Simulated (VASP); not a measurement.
# InP: relaxation of cell and atoms with PBEsol

Crystal: InP.

```xyz
2
Lattice="0.0000 2.8550 2.8550 2.8550 0.0000 2.8550 2.8550 2.8550 0.0000" Properties=species:S:1:pos:R:3 pbc="T T T"
In    0.0000    0.0000    0.0000
P     2.8550    2.8550    2.8550
```

```yaml
Program: VASP 6.6.1
Task: relaxation of cell and atoms
Functional: PBEsol
Potentials_or_basis: VASP PAW PBE potentials, release 64 (In_d, P)
Cutoff: 600 eV
k_mesh: 12 × 12 × 12
Occupations: gaussian, width 0.1 eV
Spin: no spin polarisation
Dipole_correction: no
Further_INCAR_settings: ALGO = Normal; EDIFF = 1e-06; IBRION = 2; EDIFFG = -0.005; NSW = 100; ISIF = 3
```

| Quantity | Value |
| --- | --- |
| Relaxed volume | 20.33 Å³/atom |
| Relaxed cell | a = 3.860 Å, b = 3.860 Å, c = 3.860 Å, α = 60.00°, β = 60.00°, γ = 60.00° |
| Space group after relaxing (to 0.05 Å) | Fm-3m (No. 225) |
| Energy gained by relaxing | 86.2 meV/atom |
| Ionic steps | 3 |
| Pressure after relaxing | 0.0 GPa |
| Band gap on the k mesh | zero (band 9 reaches 7.82 eV, above the bottom of band 10 at 4.98 eV) |

The path:
| step | energy change (eV) | largest force (eV/Å) | pressure (GPa) | volume (Å³) |
| --- | --- | --- | --- | --- |
| 1 | 0.0000 | 0.0000 | -8.20 | 46.54 |
| 2 | -0.1524 | 0.0000 | 4.01 | 38.97 |
| 3 | -0.1724 | 0.0000 | 0.00 | 40.65 |

Final structure:
```
In P
1.0
     0.00000    2.72911    2.72911
     2.72911    0.00000    2.72911
     2.72911    2.72911    0.00000
In P
1 1
Cartesian
  0.0000 0.0000 0.0000
  2.7291 2.7291 2.7291
```

Levels at points of the mesh, in eV from the Fermi level:
```
           k point  band 6  band 7  band 8  band 9  band 10  band 11  band 12  band 13
(0.00, 0.00, 0.00)  -12.38   -0.32   -0.32   -0.32     0.81     7.05     7.05     7.05
(0.50, 0.00, 0.00)  -10.13   -6.95    0.16    0.16     2.40     3.31     3.31     5.46
(0.50, 0.50, 0.00)   -8.87   -5.29   -2.55   -2.51    -2.51     3.64    10.16    10.16
```

Run time: 54 s on 1 thread of AMD EPYC 9R45 96-Core Processor (Zen 5), on a shared host, peak memory 0.2 GiB.

Caveat: the PAW data sets were made with another functional, which shifts forces and pressure a little; spin-orbit coupling is left out, which moves the levels of the heavy elements; the volume moved by -13 % from the deposited cell, more than functionals usually miss.
